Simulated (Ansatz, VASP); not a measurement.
## GaAs: VASP beside Ansatz

```
CELL_PARAMETERS angstrom
0.00000 2.87269 2.87269
2.87269 0.00000 2.87269
2.87269 2.87269 0.00000
ATOMIC_POSITIONS crystal
Ga 0.00000 0.00000 0.00000
As 0.25000 0.25000 0.25000
```

Alike in both runs: functional PBE; k mesh 12 × 12 × 12; occupations gaussian, width 0.02 eV; no spin polarisation.

Ansatz relaxed the structure, and its values are those at the end. VASP's run is a single point on that final structure, the one shown.

|  | VASP | Ansatz |
| --- | --- | --- |
| version | VASP 6.6.1 | Ansatz 0.2.0 |
| potentials or method | VASP PAW PBE potentials, release 64 (Ga_d, As), cutoff 500 eV | scalar-relativistic, plane waves, PAW |
| valence electrons in the cell | 18 | 28 |

Ansatz gave:

| Property | Result |
| --- | --- |
| gap on the k mesh at the Fermi level (eV) | 0.16 |
| least direct gap on the mesh (eV) | 0.16 |
| pressure (GPa) | 0.0 |

Task: Estimate VASP's values.

Result: gap on the k mesh at the Fermi level (eV): 0.16; least direct gap on the mesh (eV): 0.16; pressure (GPa): 0.1.

With one functional, cell and mesh, what is left measures potentials, basis and numerics. VASP's potentials hold 18 valence electrons a cell and Ansatz's 28, so a difference there can come from the potentials and not from the codes.
